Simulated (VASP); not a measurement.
# Al in VASP: single point with PBE

Aim: the single point of Al with PBE.

Program: VASP 6.6.1. These are calculated values, not measurements. Logs are shortened: lines on timing, memory, paths and dates and some standing lists are left out, and cuts for length are marked.

### Step 1. The cell of the first run

The cell holds a slab with vacuum, 12 atoms: a = 5.058 Å, b = 5.058 Å, c = 37.167 Å, α = 90.00°, β = 90.00°, γ = 120.00°.

### Step 2. Single point, PBE

File INCAR:

```
SYSTEM = Al
ALGO = Normal
DIPOL = 0.5 0.5 0.746
EDIFF = 1E-6
ENCUT = 400
GGA = PE
GGA_COMPAT = .False.
IDIPOL = 3
ISIF = 2
ISMEAR = 1
LASPH = .True.
LCHARG = .False.
LDIPOL = .True.
LREAL = .False.
LWAVE = .False.
NBANDS = 30
NELM = 120
NELMDL = -8
PREC = Accurate
SIGMA = 0.1
```

File KPOINTS:

```
k-points
0
Gamma
  9 9 1
  0 0 0
```

File POSCAR:

```
Al
1.0
    2.5288423309      4.3800834013      0.0000000000
   -5.0576846617      0.0000000000      0.0000000000
    0.0000000000      0.0000000000     37.1667785956
Al
12
Direct
    0.3333333333      0.6666666667      0.6550003030
    0.6666666667      0.3333333333      0.6554012154
    1.0000000000      0.0000000000      0.6477215507
    0.6729401008      0.6741037806      0.7151331560
    1.0011636798      0.3270598992      0.7151331560
    0.3258962194     -0.0011636798      0.7151331560
    0.9986556985      0.6637021410      0.7764071840
    0.3362978590      0.3349535575      0.7764071840
    0.6650464425      0.0013443015      0.7764071840
    0.3333333333      0.6666666667      0.8386160121
    0.6666666667      0.3333333333      0.8386721173
    1.0000000000      0.0000000000      0.8383785613
```

Potentials or basis: VASP PAW PBE potentials, release 64 (Al).

The run is started by

```sh
cat potpaw_PBE.64/Al/POTCAR > POTCAR
mpirun -np 1 vasp_std > vasp.out
```

OUTCAR:

```text
SYSTEM = Al
   EDIFF = 1E-6
   ENCUT = 400
   GGA = PE
   ISIF = 2
   ISMEAR = 1
   LASPH = .True.
   LREAL = .False.
   NELM = 120
   NELMDL = -8
   PREC = Accurate

 ion  position               nearest neighbor table
   1  0.333  0.667  0.655-   6 2.81   5 2.81   4 2.81   2 2.92   2 2.92   2 2.92   3 2.93   3 2.93
                             3 2.93
   2  0.667  0.333  0.655-   5 2.80   6 2.80   4 2.80   1 2.92   1 2.92   1 2.92   3 2.93   3 2.93
                             3 2.93
   3  0.000  0.000  0.648-   1 2.93   1 2.93   1 2.93   2 2.93   2 2.93   2 2.93   4 3.00   6 3.00
                             5 3.00
   4  0.673  0.674  0.715-   2 2.80   1 2.81   7 2.83   9 2.83   8 2.85   6 2.86   5 2.86   5 2.94
                             6 2.94   6 2.96   5 2.96   3 3.00
   5  0.001  0.327  0.715-   2 2.80   1 2.81   9 2.83   8 2.83   7 2.85   4 2.86   6 2.86   4 2.94
                             6 2.94   6 2.96   4 2.96   3 3.00
   6  0.326  0.999  0.715-   2 2.80   1 2.81   8 2.83   7 2.83   9 2.85   4 2.86   5 2.86   5 2.94
                             4 2.94   5 2.96   4 2.96   3 3.00
   7  0.999  0.664  0.776-   4 2.83   6 2.83   5 2.85  11 2.86  10 2.86  12 2.86   8 2.90   9 2.90
                             9 2.92   8 2.92   8 2.94   9 2.94
   8  0.336  0.335  0.776-   6 2.83   5 2.83   4 2.85  11 2.86  10 2.86  12 2.86   7 2.90   9 2.90
                             9 2.92   7 2.92   9 2.94   7 2.94
   9  0.665  0.001  0.776-   5 2.83   4 2.83   6 2.85  11 2.86  10 2.86  12 2.86   7 2.90   8 2.90
                             7 2.92   8 2.92   8 2.94   7 2.94
  10  0.333  0.667  0.839-   7 2.86   9 2.86   8 2.86  11 2.92  11 2.92  11 2.92  12 2.92  12 2.92
                            12 2.92
  11  0.667  0.333  0.839-   9 2.86   7 2.86   8 2.86  10 2.92  10 2.92  10 2.92  12 2.92  12 2.92
                            12 2.92
  12  0.000  0.000  0.838-   8 2.86   9 2.86   7 2.86  10 2.92  10 2.92  10 2.92  11 2.92  11 2.92
                            11 2.92

  LATTYP: Found a hexagonal cell.
 ALAT       =     5.0576846617
 C/A-ratio  =     7.3485756985

  Lattice vectors:

 A1 = (   2.5288423309,   4.3800834013,   0.0000000000)
 A2 = (  -5.0576846617,   0.0000000000,   0.0000000000)
 A3 = (   0.0000000000,   0.0000000000,  37.1667785956)

Analysis of symmetry for initial positions (statically):
=====================================================================
 Subroutine PRICEL returns:
 Original cell was already a primitive cell.

 Routine SETGRP: Setting up the symmetry group for a
 hexagonal supercell.

 Subroutine GETGRP returns: Found  3 space group operations
 (whereof  3 operations were pure point group operations)
 out of a pool of 24 trial point group operations.

The static configuration has the point symmetry C_3 .

Analysis of symmetry for dynamics (positions and initial velocities):
=====================================================================
 Subroutine PRICEL returns:
 Original cell was already a primitive cell.

 Routine SETGRP: Setting up the symmetry group for a
 hexagonal supercell.

 Subroutine GETGRP returns: Found  3 space group operations
 (whereof  3 operations were pure point group operations)
 out of a pool of 24 trial point group operations.

The dynamic configuration has the point symmetry C_3 .

 Subroutine INISYM returns: Found  3 space group operations
 (whereof  3 operations are pure point group operations),
 and found     1 'primitive' translations

----------------------------------------------------------------------------------------

                                     Primitive cell

  volume of cell :     823.3586

  direct lattice vectors                    reciprocal lattice vectors
     2.528842331  4.380083401  0.000000000     0.000000000  0.228306155  0.000000000
    -5.057684662  0.000000000  0.000000000    -0.197718930  0.114153078  0.000000000
     0.000000000  0.000000000 37.166778596     0.000000000  0.000000000  0.026905749

  length of vectors
     5.057684662  5.057684662 37.166778596     0.228306155  0.228306155  0.026905749

  position of ions in fractional coordinates (direct lattice)
     0.333333333  0.666666667  0.655000303
     0.666666667  0.333333333  0.655401215
     0.000000000  0.000000000  0.647721551
     0.672940101  0.674103781  0.715133156
     0.001163680  0.327059899  0.715133156
     0.325896219  0.998836320  0.715133156
     0.998655699  0.663702141  0.776407184
     0.336297859  0.334953558  0.776407184
     0.665046442  0.001344301  0.776407184
     0.333333333  0.666666667  0.838616012
     0.666666667  0.333333333  0.838672117
     0.000000000  0.000000000  0.838378561

  ion indices of the primitive-cell ions
   primitive index   ion index
                 1           1
                 2           2
                 3           3
                 4           4
                 5           5
                 6           6
                 7           7
                 8           8
                 9           9
                10          10
                11          11
                12          12

----------------------------------------------------------------------------------------

 KPOINTS: k-points

Automatic generation of k-mesh.
 Grid dimensions read from file:
 generate k-points for:    9    9    1

 Generating k-lattice:

  Cartesian coordinates                     Fractional coordinates (reciprocal lattice)
     0.000000000  0.025367351  0.000000000     0.111111111  0.000000000  0.000000000
    -0.021968770  0.012683675  0.000000000     0.000000000  0.111111111  0.000000000
     0.000000000  0.000000000  0.026905749     0.000000000  0.000000000  1.000000000

  Length of vectors
     0.025367351  0.025367351  0.026905749

  Shift w.r.t. Gamma in fractional coordinates (k-lattice)
     0.000000000  0.000000000  0.000000000

 Subroutine IBZKPT returns following result:
 ===========================================

 Found     15 irreducible k-points:

 Following reciprocal coordinates:
            Coordinates               Weight
  0.000000  0.000000  0.000000      1.000000
  0.111111  0.000000  0.000000      6.000000
  0.222222  0.000000  0.000000      6.000000
  0.333333  0.000000  0.000000      6.000000
  0.444444  0.000000  0.000000      6.000000
  0.111111  0.111111  0.000000      6.000000
  0.222222  0.111111  0.000000      6.000000
 -0.222222  0.333333  0.000000      6.000000
  0.333333  0.111111  0.000000      6.000000
 -0.333333  0.444444  0.000000      6.000000
  0.444444  0.111111  0.000000      6.000000
  0.222222  0.222222  0.000000      6.000000
  0.333333  0.222222  0.000000      6.000000
 -0.333333 -0.444444  0.000000      6.000000
  0.333333  0.333333  0.000000      2.000000
   k-points           NKPTS =     15   k-points in BZ     NKDIM =     15   number of bands    NBANDS=     30
   number of dos      NEDOS =    301   number of ions     NIONS =     12
   total plane-waves  NPLWV = 324000
   dimension x,y,z NGX =    36 NGY =   36 NGZ =  250
   dimension x,y,z NGXF=    72 NGYF=   72 NGZF=  500
   ions per type =              12
   NGX,Y,Z   is equivalent  to a cutoff of  11.83, 11.83, 11.18 a.u.
   NGXF,Y,Z  is equivalent  to a cutoff of  23.67, 23.67, 22.36 a.u.
 SYSTEM =  Al
   PREC   = accura    normal or accurate (medium, high low for compatibility)
   ISTART =      0    job   : 0-new  1-cont  2-samecut
   ICHARG =      2    charge: 1-file 2-atom 10-const
   ISPIN  =      1    spin polarized calculation?
   LNONCOLLINEAR =      F non collinear calculations
   LSORBIT =      F    spin-orbit coupling
   LASPH  =      T    aspherical Exc in radial PAW
   ENCUT  =  400.0 eV  29.40 Ry    5.42 a.u.   8.25  8.25 60.61*2*pi/ulx,y,z
   NELM   =    120;   NELMIN=  2; NELMDL= -8     # of ELM steps
   EDIFF  = 0.1E-05   stopping-criterion for ELM
   LREAL  =      F    real-space projection
[... 7 lines left out ...]
   TEBEG  =    0.0;   TEEND  =   0.0 temperature during run
   PSTRESS=    0.0 pullay stress
   NELECT =      36.0000    total number of electrons
   NUPDOWN=      -1.0000    fix difference up-down
   EMIN   =  10.00;   EMAX   =-10.00  energy-range for DOS
   EFERMI =   0.00;   METHOD = LEGACY
   ISMEAR =     1;   SIGMA  =   0.10  broadening in eV -4-tet -1-fermi 0-gaus
   EFERMI_NEDOS =   21; number of points for ismear=-14 and -15
   IALGO  =     38    algorithm
   IMIX   =      4    mixing-type and parameters
     AMIX     =   0.40;   BMIX     =  1.00
     AMIX_MAG =   1.60;   BMIX_MAG =  1.00
  volume/ion in A,a.u.               =      68.61       463.02
  Fermi-wavevector in a.u.,A,eV,Ry     =   0.576739  1.089879  4.525677  0.332628
  Thomas-Fermi vector in A             =   1.619361
   LORBIT       =      0    0 simple, 1 ext, 2 COOP (PROOUT), +10 PAW based schemes
   GGA     = PE    functional components
   LHFCALC =     F    Hartree Fock is set to
   AEXX    =    0.0000 exact exchange contribution
   IVDW    =     0    specifies the selected vdW correction
   LEPSILON=     F    determine dielectric tensor
   LRPA    =     F    only Hartree local field effects (RPA)
 non-spin polarized calculation
 Methfessel and Paxton  Order N= 1 SIGMA  =   0.10
  energy-cutoff  :      400.00
  volume of cell :      823.36
 maximum number of plane-waves:     15019
 NGX is ok and might be reduce to    36
   NGX = 17   NGY = 17   NGZ =121

 dipolmoment           0.000000      0.000000     -0.008458 electrons x Angstroem

 number of electron      36.0000000 magnetization

 dipolmoment           0.000000      0.000000      0.000293 electrons x Angstroem

 Free energy of the ion-electron system (eV)
  ---------------------------------------------------
  ext. energy  EPLUGINS =         0.00000000
  ---------------------------------------------------
  free energy    TOTEN  =       -42.47667103 eV

  energy without entropy =      -42.48121996  energy(sigma->0) =      -42.47818734

 E-fermi :  -1.0117     XC(G=0):  -3.0227

 val. band max:       -1.0683083180   @ k =   0.4444   0.0000   0.0000
 cond. band min:      -0.9906275746   @ k =   0.2222   0.0000   0.0000
 fundamental gap:      0.0776807434
 Fermi energy:        -1.0116904948

 k-point     1 :       0.0000    0.0000    0.0000
  band No.  band energies     occupation
      1     -11.6179      2.00000
      2     -10.5173      2.00000
      3      -8.8688      2.00000
      4      -6.5837      2.00000
      5      -4.2690      2.00000
      6      -4.1629      2.00000
[... 22 lines left out ...]
     29       1.1303      0.00000
     30       1.1303      0.00000

 k-point     2 :       0.1111    0.0000    0.0000
  band No.  band energies     occupation
      1     -11.5228      2.00000
      2     -10.4229      2.00000
      3      -8.7751      2.00000
      4      -6.4903      2.00000
      5      -5.6598      2.00000
      6      -4.8618      2.00000
[... 22 lines left out ...]
     29       1.5953      0.00000
     30       1.7113      0.00000

 k-point     3 :       0.2222    0.0000    0.0000
  band No.  band energies     occupation
      1     -11.2381      2.00000
      2     -10.1398      2.00000
      3      -8.4943      2.00000
      4      -7.0330      2.00000
      5      -6.2133      2.00000
      6      -5.9593      2.00000
[... 385 lines left out ...]
     29       3.0433      0.00000
     30       3.0843      0.00000

 k-point    15 :       0.3333    0.3333    0.0000
  band No.  band energies     occupation
      1      -9.0848      2.00000
      2      -9.0767      2.00000
      3      -9.0605      2.00000
      4      -8.0183      2.00000
      5      -8.0108      2.00000
      6      -7.9328      2.00000
[... 22 lines left out ...]
     29       3.1660      0.00000
     30       3.2080      0.00000

------------------------ aborting loop because EDIFF is reached ----------------------------------------

 vacuum level on the upper side and lower side of the slab       (xc-potential included)        -0.006        -0.008

  FORCE on cell =-STRESS in cart. coord.  units (eV):
  Direction    XX          YY          ZZ          XY          YZ          ZX
  --------------------------------------------------------------------------------------
  -------------------------------------------------------------------------------------
  Total       -5.4867875     -5.4867875     -2.2768797     -0.0000000      0.0000000     -0.0000000
  in kB      -10.6767649    -10.6767649     -4.4305907     -0.0000000      0.0000000     -0.0000000
  external PRESSURE =      -8.5947068 kB  Pullay stress =       0.0000000 kB

 VOLUME and BASIS-vectors are now :
 -----------------------------------------------------------------------------
  energy-cutoff  :      400.00
  volume of cell :      823.36
      direct lattice vectors                 reciprocal lattice vectors
     2.528842331  4.380083401  0.000000000     0.000000000  0.228306155  0.000000000
    -5.057684662  0.000000000  0.000000000    -0.197718930  0.114153078  0.000000000
     0.000000000  0.000000000 37.166778596     0.000000000  0.000000000  0.026905749

 POSITION                                       TOTAL-FORCE (eV/Angst)
 -----------------------------------------------------------------------------------
     -2.52884      1.46003     24.34425         0.000000     -0.000000     -0.124435
      0.00000      2.92006     24.35915        -0.000000     -0.000000     -0.156836
      0.00000      0.00000     24.07372         0.000000     -0.000000      0.505341
     -1.70764      2.94753     26.57920         0.029759     -0.034110      0.062384
     -1.65122      0.00510     26.57920        -0.044420     -0.008717      0.062384
     -4.22766      1.42745     26.57920         0.014661      0.042827      0.062384
     -0.83135      4.37420     28.85655        -0.018159      0.027857     -0.039807
     -0.84365      1.47301     28.85655        -0.015046     -0.029654     -0.039807
      1.67500      2.91296     28.85655         0.033205      0.001797     -0.039807
     -2.52884      1.46003     31.16866        -0.000000     -0.000000     -0.104479
      0.00000      2.92006     31.17074         0.000000     -0.000000     -0.091874
      0.00000      0.00000     31.15983        -0.000000     -0.000000     -0.095450
 -----------------------------------------------------------------------------------
    total drift:                                0.000000     -0.000000     -0.000022

  FREE ENERGIE OF THE ION-ELECTRON SYSTEM (eV)
  ---------------------------------------------------
  free  energy   TOTEN  =       -42.4766710289 eV

  energy  without entropy=      -42.4812199626  energy(sigma->0) =      -42.47818734

 vacuum level on the upper side and lower side of the slab         2.913         2.911
```

It took 12 min on 1 thread of Intel Xeon 8259CL, shared host; peak memory 0.69 GiB.

Results:

```yaml
Free_energy: -42.4767 eV
Largest_force: 0.505 eV/Å
Band_gap_on_the_k_mesh: zero (bands 18 and 19 overlap by 1.85 eV)
```

Forces in eV/Å, atoms in the order of the input:
```
Al   0.000  0.000 -0.124
Al   0.000  0.000 -0.157
Al   0.000  0.000  0.505
Al   0.030 -0.034  0.062
Al  -0.044 -0.009  0.062
Al   0.015  0.043  0.062
Al  -0.018  0.028 -0.040
Al  -0.015 -0.030 -0.040
Al   0.033  0.002 -0.040
Al   0.000  0.000 -0.104
Al   0.000  0.000 -0.092
Al   0.000  0.000 -0.095
```

Levels at points of the mesh, in eV from the Fermi level:
| k point | band 14 | band 15 | band 16 | band 17 | band 18 | band 19 | band 20 | band 21 | band 22 | band 23 |
| --- | --- | --- | --- | --- | --- | --- | --- | --- | --- | --- |
| (0.00, 0.00, 0.00) | -2.13 | -2.07 | -2.07 | -2.03 | -0.64 | -0.64 | -0.61 | -0.61 | -0.23 | 0.14 |

The gap in the log of VASP goes by the Fermi energy; the results here count the filled bands.